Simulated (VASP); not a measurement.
# CdS (R3m) in VASP: single point with PBE

Aim: the single point of CdS with PBE.

Everything below comes from runs of VASP 6.6.1. Logs are shortened: lines on timing, memory, paths and dates and some standing lists are left out, and cuts for length are marked.

## 1. The cell of the first run

It takes space group R3m (No. 160, trigonal). The conventional cell has a = 3.873 Å, b = 3.873 Å, c = 11.383 Å, α = 90.00°, β = 90.00°, γ = 120.00°. Within 3.2 Å of Cd (site symmetry 3m) lie 4 S at 2.43 to 2.85 Å. Within 3.2 Å of S (site symmetry 3m) lie 4 Cd at 2.43 to 2.85 Å.

## 2. Single point, PBE

Contents of INCAR:

```
SYSTEM = CdS
ALGO     = Normal         ! electronic algorithm
EDIFF    = 1E-6           ! SCF threshold, eV
ENCUT    = 520            ! plane-wave cutoff, eV
GGA      = PE             ! functional
ISIF     = 2              ! what is computed and relaxed
ISMEAR   = 0              ! smearing method
LASPH    = .True.         ! aspherical terms in the spheres
LCHARG   = .False.        ! write CHGCAR
LREAL    = .False.        ! projectors in reciprocal space
LWAVE    = .False.        ! write WAVECAR
NBANDS   = 16             ! bands
NELM     = 60             ! most SCF steps
PREC     = Accurate       ! precision mode
SIGMA    = 0.05           ! smearing width, eV
```

Contents of KPOINTS:

```
k-points
0
Gamma
  10 10 10
  0 0 0
```

Contents of POSCAR:

```
CdS
1.0
    0.3651219792      3.1035368232      3.1035368232
    3.1035368232      0.3651219792      3.1035368232
    3.1035368232      3.1035368232      0.3651219792
Cd S
1 1
Direct
    0.0000000000      0.0000000000      0.0000000000
    0.7500000000      0.7500000000      0.7500000000
```

Potentials or basis: VASP PAW PBE potentials, release 64 (Cd, S).

On the command line:

```console
$ cat potpaw_PBE.64/Cd/POTCAR potpaw_PBE.64/S/POTCAR > POTCAR
$ mpirun -np 1 vasp_std > vasp.out
```

OUTCAR:

```text
SYSTEM = CdS
   EDIFF = 1E-6
   ENCUT = 520
   GGA = PE
   ISIF = 2
   ISMEAR = 0
   LASPH = .True.
   LREAL = .False.
   NELM = 60
   PREC = Accurate

 ion  position               nearest neighbor table
   1  0.000  0.000  0.000-   2 2.43   2 2.43   2 2.43   2 2.85
   2  0.750  0.750  0.750-   1 2.43   1 2.43   1 2.43   1 2.85

  LATTYP: Found a trigonal (rhomboedric) cell.
 ALAT       =     4.4042247542
 COS(alpha) =     0.6134020619

  Lattice vectors:

 A1 = (   0.3651219792,   3.1035368232,   3.1035368232)
 A2 = (   3.1035368232,   0.3651219792,   3.1035368232)
 A3 = (   3.1035368232,   3.1035368232,   0.3651219792)

Analysis of symmetry for initial positions (statically):
=====================================================================
 Subroutine PRICEL returns:
 Original cell was already a primitive cell.

 Routine SETGRP: Setting up the symmetry group for a
 trigonal (rhombohedral) supercell.

 Subroutine GETGRP returns: Found  6 space group operations
 (whereof  6 operations were pure point group operations)
 out of a pool of 12 trial point group operations.

The static configuration has the point symmetry C_3v.

Analysis of symmetry for dynamics (positions and initial velocities):
=====================================================================
 Subroutine PRICEL returns:
 Original cell was already a primitive cell.

 Routine SETGRP: Setting up the symmetry group for a
 trigonal (rhombohedral) supercell.

 Subroutine GETGRP returns: Found  6 space group operations
 (whereof  6 operations were pure point group operations)
 out of a pool of 12 trial point group operations.

The dynamic configuration has the point symmetry C_3v.

 Subroutine INISYM returns: Found  6 space group operations
 (whereof  6 operations are pure point group operations),
 and found     1 'primitive' translations

----------------------------------------------------------------------------------------

                                     Primitive cell

  volume of cell :      49.2843

  direct lattice vectors                    reciprocal lattice vectors
     0.365121979  3.103536823  3.103536823    -0.192731127  0.172443640  0.172443640
     3.103536823  0.365121979  3.103536823     0.172443640 -0.192731127  0.172443640
     3.103536823  3.103536823  0.365121979     0.172443640  0.172443640 -0.192731127

  length of vectors
     4.404224754  4.404224754  4.404224754     0.310835816  0.310835816  0.310835816

  position of ions in fractional coordinates (direct lattice)
     0.000000000  0.000000000  0.000000000
     0.750000000  0.750000000  0.750000000

  ion indices of the primitive-cell ions
   primitive index   ion index
                 1           1
                 2           2

----------------------------------------------------------------------------------------

 KPOINTS: k-points

Automatic generation of k-mesh.
 Grid dimensions read from file:
 generate k-points for:   10   10   10

 Generating k-lattice:

  Cartesian coordinates                     Fractional coordinates (reciprocal lattice)
    -0.019273113  0.017244364  0.017244364     0.100000000  0.000000000 -0.000000000
     0.017244364 -0.019273113  0.017244364     0.000000000  0.100000000 -0.000000000
     0.017244364  0.017244364 -0.019273113     0.000000000  0.000000000  0.100000000

  Length of vectors
     0.031083582  0.031083582  0.031083582

  Shift w.r.t. Gamma in fractional coordinates (k-lattice)
     0.000000000  0.000000000  0.000000000

 Subroutine IBZKPT returns following result:
 ===========================================

 Found    116 irreducible k-points:

 Following reciprocal coordinates:
            Coordinates               Weight
  0.000000  0.000000  0.000000      1.000000
  0.100000  0.000000  0.000000      6.000000
  0.200000  0.000000  0.000000      6.000000
  0.300000 -0.000000  0.000000      6.000000
  0.400000  0.000000 -0.000000      6.000000
  0.500000  0.000000 -0.000000      3.000000
[... 16 lines left out ...]
  0.300000  0.300000 -0.000000      6.000000
  0.400000  0.300000  0.000000     12.000000
 [... further k-points ...]
   k-points           NKPTS =    116   k-points in BZ     NKDIM =    116   number of bands    NBANDS=     16
   number of dos      NEDOS =    301   number of ions     NIONS =      2
   total plane-waves  NPLWV =  46656
   dimension x,y,z NGX =    36 NGY =   36 NGZ =   36
   dimension x,y,z NGXF=    72 NGYF=   72 NGZF=   72
   ions per type =               1   1
   NGX,Y,Z   is equivalent  to a cutoff of  13.59, 13.59, 13.59 a.u.
   NGXF,Y,Z  is equivalent  to a cutoff of  27.18, 27.18, 27.18 a.u.
 SYSTEM =  CdS
   PREC   = accura    normal or accurate (medium, high low for compatibility)
   ISTART =      0    job   : 0-new  1-cont  2-samecut
   ICHARG =      2    charge: 1-file 2-atom 10-const
   ISPIN  =      1    spin polarized calculation?
   LNONCOLLINEAR =      F non collinear calculations
   LSORBIT =      F    spin-orbit coupling
   LASPH  =      T    aspherical Exc in radial PAW
   ENCUT  =  520.0 eV  38.22 Ry    6.18 a.u.   8.19  8.19  8.19*2*pi/ulx,y,z
   NELM   =     60;   NELMIN=  2; NELMDL= -5     # of ELM steps
   EDIFF  = 0.1E-05   stopping-criterion for ELM
   LREAL  =      F    real-space projection
   EDIFFG = 0.1E-04   stopping-criterion for IOM
   NSW    =      0    number of steps for IOM
   IBRION =     -1    ionic relax: 0-MD 1-quasi-New 2-CG
   NFREE  =      0    steps in history (QN), initial steepest desc. (CG)
   ISIF   =      2    stress and relaxation
   ISYM   =      2    0-nonsym 1-usesym 2-fastsym
   POTIM  = 0.5000    time-step for ionic-motion
   TEBEG  =    0.0;   TEEND  =   0.0 temperature during run
   PSTRESS=    0.0 pullay stress
   NELECT =      18.0000    total number of electrons
   NUPDOWN=      -1.0000    fix difference up-down
   EMIN   =  10.00;   EMAX   =-10.00  energy-range for DOS
   EFERMI =   0.00;   METHOD = LEGACY
   ISMEAR =     0;   SIGMA  =   0.05  broadening in eV -4-tet -1-fermi 0-gaus
   EFERMI_NEDOS =   21; number of points for ismear=-14 and -15
   IALGO  =     38    algorithm
   IMIX   =      4    mixing-type and parameters
     AMIX     =   0.40;   BMIX     =  1.00
     AMIX_MAG =   1.60;   BMIX_MAG =  1.00
  volume/ion in A,a.u.               =      24.64       166.29
  Fermi-wavevector in a.u.,A,eV,Ry     =   1.170207  2.211371 18.631605  1.369384
  Thomas-Fermi vector in A             =   2.306669
   LORBIT       =      0    0 simple, 1 ext, 2 COOP (PROOUT), +10 PAW based schemes
   GGA     = PE    functional components
   LHFCALC =     F    Hartree Fock is set to
   AEXX    =    0.0000 exact exchange contribution
   IVDW    =     0    specifies the selected vdW correction
   LEPSILON=     F    determine dielectric tensor
   LRPA    =     F    only Hartree local field effects (RPA)
 non-spin polarized calculation
 Gauss-broadening in eV      SIGMA  =   0.05
  energy-cutoff  :      520.00
  volume of cell :       49.28
 maximum number of plane-waves:      1342
 NGX is ok and might be reduce to    36
   NGX = 17   NGY = 17   NGZ = 17

 number of electron      18.0000000 magnetization

 Free energy of the ion-electron system (eV)
  ---------------------------------------------------
  ext. energy  EPLUGINS =         0.00000000
  ---------------------------------------------------
  free energy    TOTEN  =        -5.78856018 eV

  energy without entropy =       -5.78856018  energy(sigma->0) =       -5.78856018

 E-fermi :   1.9067     XC(G=0):  -9.1700

 val. band max:        1.6566434313   @ k =   0.0000   0.0000   0.0000
 cond. band min:       2.3817144182   @ k =   0.0000   0.0000   0.0000
 fundamental gap:      0.7250709869
 Fermi energy:         1.9067357719

 k-point     1 :       0.0000    0.0000    0.0000
  band No.  band energies     occupation
      1     -11.1210      2.00000
      2      -6.5134      2.00000
      3      -6.5134      2.00000
      4      -6.3403      2.00000
      5      -5.9463      2.00000
      6      -5.9463      2.00000
[... 8 lines left out ...]
     15      13.1090      0.00000
     16      13.1090      0.00000

 k-point     2 :       0.1000    0.0000    0.0000
  band No.  band energies     occupation
      1     -11.0733      2.00000
      2      -6.4910      2.00000
      3      -6.4849      2.00000
      4      -6.3180      2.00000
      5      -5.9518      2.00000
      6      -5.9458      2.00000
[... 8 lines left out ...]
     15      12.7253      0.00000
     16      13.6497      0.00000

 k-point     3 :       0.2000    0.0000    0.0000
  band No.  band energies     occupation
      1     -10.9485      2.00000
      2      -6.4356      2.00000
      3      -6.3940      2.00000
      4      -6.2488      2.00000
      5      -5.9587      2.00000
      6      -5.9390      2.00000
[... 8 lines left out ...]
     15      12.4639      0.00000
     16      13.0940      0.00000

 k-point     4 :       0.3000   -0.0000    0.0000
  band No.  band energies     occupation
      1     -10.7953      2.00000
      2      -6.3773      2.00000
      3      -6.3030      2.00000
      4      -6.0698      2.00000
      5      -5.9360      2.00000
      6      -5.9159      2.00000
[... 8 lines left out ...]
     15      12.5811      0.00000
     16      13.0176      0.00000
[... 324 lines left out ...]
 k-point    22 :      -0.2000    0.2000    0.0000
  band No.  band energies     occupation
      1     -10.7349      2.00000
      2      -6.3623      2.00000
      3      -6.1889      2.00000
      4      -6.1229      2.00000
      5      -5.9546      2.00000
      6      -5.8222      2.00000
[... 8 lines left out ...]
     15      13.9918      0.00000
     16      15.3665      0.00000

 k-point    23 :       0.3000    0.3000   -0.0000
  band No.  band energies     occupation
      1     -10.7404      2.00000
      2      -6.3196      2.00000
      3      -6.2835      2.00000
      4      -6.1157      2.00000
      5      -5.8911      2.00000
      6      -5.8899      2.00000
[... 8 lines left out ...]
     15      13.4679      0.00000
     16      15.5407      0.00000

 k-point    24 :       0.4000    0.3000    0.0000
  band No.  band energies     occupation
      1     -10.6514      2.00000
      2      -6.3067      2.00000
      3      -6.2073      2.00000
      4      -6.0700      2.00000
      5      -5.8786      2.00000
      6      -5.7338      2.00000
[... 8 lines left out ...]
     15      13.5419      0.00000
     16      15.3053      0.00000

 [... further k-points ...]
[... 5 lines left out ...]
  --------------------------------------------------------------------------------------
  -------------------------------------------------------------------------------------
  Total        2.0532597      2.0532597      2.0532597     -1.6301632     -1.6301632     -1.6301632
  in kB       66.7491122     66.7491122     66.7491122    -52.9947318    -52.9947318    -52.9947318
  external PRESSURE =      66.7491122 kB  Pullay stress =       0.0000000 kB

 VOLUME and BASIS-vectors are now :
 -----------------------------------------------------------------------------
  energy-cutoff  :      520.00
  volume of cell :       49.28
      direct lattice vectors                 reciprocal lattice vectors
     0.365121979  3.103536823  3.103536823    -0.192731127  0.172443640  0.172443640
     3.103536823  0.365121979  3.103536823     0.172443640 -0.192731127  0.172443640
     3.103536823  3.103536823  0.365121979     0.172443640  0.172443640 -0.192731127

 POSITION                                       TOTAL-FORCE (eV/Angst)
 -----------------------------------------------------------------------------------
      0.00000      0.00000      0.00000        -0.537507     -0.537507     -0.537507
      4.92915      4.92915      4.92915         0.537507      0.537507      0.537507
 -----------------------------------------------------------------------------------
    total drift:                                0.000018      0.000018      0.000018

  FREE ENERGIE OF THE ION-ELECTRON SYSTEM (eV)
  ---------------------------------------------------
  free  energy   TOTEN  =        -5.7885601846 eV

  energy  without entropy=       -5.7885601846  energy(sigma->0) =       -5.78856018
```

It took 2.4 min on 1 thread of Intel Xeon Platinum 8375C at 2.90GHz (Ice Lake), shared host; peak memory 0.26 GiB.

Results:

```yaml
Free_energy: -5.7886 eV
Pressure: 6.7 GPa
Largest_force: 0.931 eV/Å
Band_gap_on_the_k_mesh: 0.73 eV
```

Forces on the atoms (eV/Å):
```
Cd  -0.538 -0.538 -0.538
S    0.538  0.538  0.538
```

Levels at points of the mesh, in eV from the valence-band top:
```
           k point  band 7  band 8  band 9  band 10  band 11  band 12
(0.00, 0.00, 0.00)   -0.93    0.00    0.00     0.73     5.33     7.16
(0.50, 0.00, 0.00)   -4.73   -1.32   -1.03     2.46     5.98     7.28
(0.50, 0.50, 0.00)   -4.31   -2.46   -1.66     2.93     4.51     8.14
(0.50, 0.50, 0.50)   -4.59   -0.40   -0.40     3.54     6.18     7.55
```

Caveat: the cell stands under pressure.
